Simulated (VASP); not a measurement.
BaTiO3, 5 atoms in the cell. It takes space group Amm2 (No. 38, orthorhombic). The conventional cell has a = 3.991 Å, b = 5.667 Å, c = 5.674 Å, α = 90.00°, β = 90.00°, γ = 90.00°. Ba (site symmetry mm2) has 12 O at 2.79 to 2.88 Å and 8 Ti at 3.43 to 3.50 Å within 3.7 Å. Within 2.5 Å of Ti (site symmetry mm2) lie 6 O at 1.92 to 2.09 Å. O (site symmetry m) has 2 Ti at 1.92 to 2.09 Å within 2.5 Å. O (site symmetry mm2) has 2 Ti at 2.00 Å within 2.6 Å. 

| Item | Value |
| --- | --- |
| Program | VASP 6.6.1 |
| Task | single point |
| Functional | r2SCAN |
| Potentials or basis | VASP PAW PBE potentials, release 64 (Ba_sv, Ti_sv, O) |
| Cutoff | 520 eV |
| k mesh | 6 × 6 × 6 |
| Occupations | gaussian, width 0.02 eV |
| Spin | no spin polarisation |
| Hubbard terms | Ti d U = 4.0 eV |
| Dipole correction | no |
| Further INCAR settings | ALGO = Normal; EDIFF = 1e-07; NBANDS = 28 |

Potentials or basis: VASP PAW PBE potentials, release 64 (Ba_sv, Ti_sv, O).

The run is started by

```console
$ cat potpaw_PBE.64/Ba_sv/POTCAR potpaw_PBE.64/Ti_sv/POTCAR potpaw_PBE.64/O/POTCAR > POTCAR
$ cp INCAR.step1 INCAR
$ mpirun -np 1 vasp_std > vasp.out
$ cp INCAR.step2 INCAR
$ mpirun -np 1 vasp_std > vasp.out
```

Hardware: 1 thread of Intel Xeon 6975P-C, with other jobs on the host.

How long does it take, and how much memory?

Run time: 6 min on 1 thread of Intel Xeon 6975P-C, on a shared host, peak memory 0.24 GiB. Counts: k points 52.
